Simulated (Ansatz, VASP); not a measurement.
# MgO: VASP beside Ansatz

```
Mg O
1.0
     3.17402    0.00000    0.00000
    -1.58701    2.74878    0.00000
     0.00000    0.00000   10.15563
Mg O
4 4
Direct
  0.33543 0.67085 0.96959
  0.00004 0.00008 0.22094
  0.01117 0.02234 0.72094
  0.66690 0.33379 0.46959
  0.31613 0.63226 0.77992
  0.99920 0.99840 0.52954
  0.99737 0.99474 0.02954
  0.66674 0.33348 0.27992
```

Change from the starting cell: mode 20 frozen in at -0.097 Å, equal normal strain along x, y and z -0.0250.

Alike in both runs: task single point; functional PBEsol; k mesh 9 × 9 × 4; occupations gaussian, width 0.05 eV; no spin polarisation.

|  | VASP | Ansatz |
| --- | --- | --- |
| version | VASP 6.6.1 | Ansatz 0.2.0 |
| potentials or method | VASP PAW PBE potentials, release 64 (Mg, O), cutoff 520 eV | scalar-relativistic, plane waves, PAW |
| valence electrons in the cell | 32 | 64 |

```csv
,VASP,Ansatz,Ansatz less VASP
gap on the k mesh at the Fermi level (eV),3.88,3.88,-0.001
least direct gap on the mesh (eV),3.88,3.88,-0.001
pressure (GPa),11.3,11.4,+0.06
"traceless stress, the component that is largest in VASP (GPa)",3.50,3.39,-0.109
rms of the force components (eV/Å),0.734,0.714,-0.0202
```

VASP's potentials were made for PBE, not for PBEsol, and Ansatz warns of the same on its side. Atom by atom the forces differ by 0.020 eV/Å (rms over components). The functional is the same, so the differences come from potentials, cutoffs and numerics. VASP's potentials hold 32 valence electrons a cell and Ansatz's 64, so a difference there can come from the potentials and not from the codes.
